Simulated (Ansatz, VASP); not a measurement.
MoS2: VASP beside Ansatz

```xyz
3
Lattice="3.1837 0.0000 0.0000 -1.5919 2.7572 0.0000 0.0000 0.0000 16.1031" Properties=species:S:1:pos:R:3 pbc="T T T"
Mo    0.0000    0.0000    8.0515
S     0.0000    1.8381    9.6034
S     0.0000    1.8381    6.4997
```

Alike in both runs: task single point; functional PBE; k mesh 24 × 24 × 1; occupations gaussian, width 0.05 eV; no spin polarisation.

|  | VASP | Ansatz |
| --- | --- | --- |
| version | VASP 6.6.1 | Ansatz 0.2.0 |
| potentials or method | VASP PAW PBE potentials, release 64 (Mo_sv, S), cutoff 520 eV | scalar-relativistic, plane waves, PAW |
| valence electrons in the cell | 26 | 26 |

```csv
,VASP,Ansatz,Ansatz less VASP
gap on the k mesh at the Fermi level (eV),1.60,1.59,-0.012
rms of the force components (eV/Å),0.094,0.099,+0.0057
```

Atom by atom the forces differ by 0.006 eV/Å (rms over components).
